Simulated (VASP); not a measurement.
A run of VASP 6.6.1:

The input INCAR:

```
SYSTEM = GaP
  PREC = Accurate
  ENCUT = 500
  EDIFF = 1E-6
  ISMEAR = 0
  SIGMA = 0.2
  LREAL = .FALSE.
  LASPH = .TRUE.
  NELM = 120
  ALGO = Normal
  ISIF = 2
  LWAVE = .FALSE.
  LCHARG = .FALSE.
  GGA = PE
  NBANDS = 16
  GGA_COMPAT = .FALSE.
```

The input KPOINTS:

```
regular mesh
0
G
  6 6 6
  0 0 0
```

File POSCAR:

```
GaP
1.0
    0.0000000000      2.5773603394      2.5773603394
    2.5773603394      0.0000000000      2.5773603394
    2.5773603394      2.5773603394      0.0000000000
Ga P
1 1
Direct
    0.0000000000      0.0000000000      0.0000000000
    0.5000000000      0.5000000000      0.5000000000
```

Potentials or basis: VASP PAW PBE potentials, release 64 (Ga_d, P).

The run is started by

```sh
$ cat potpaw_PBE.64/Ga_d/POTCAR potpaw_PBE.64/P/POTCAR > POTCAR
$ mpirun -np 1 vasp_std > vasp.out
```

Hardware: 1 thread of AMD EPYC 7R13 (shared host).

Question: Estimate the wall time of this run.

Answer: Wall time 18 s on 1 thread of AMD EPYC 7R13 (shared host), peak memory 0.12 GiB. Counts: scf iterations 12, k points 16.
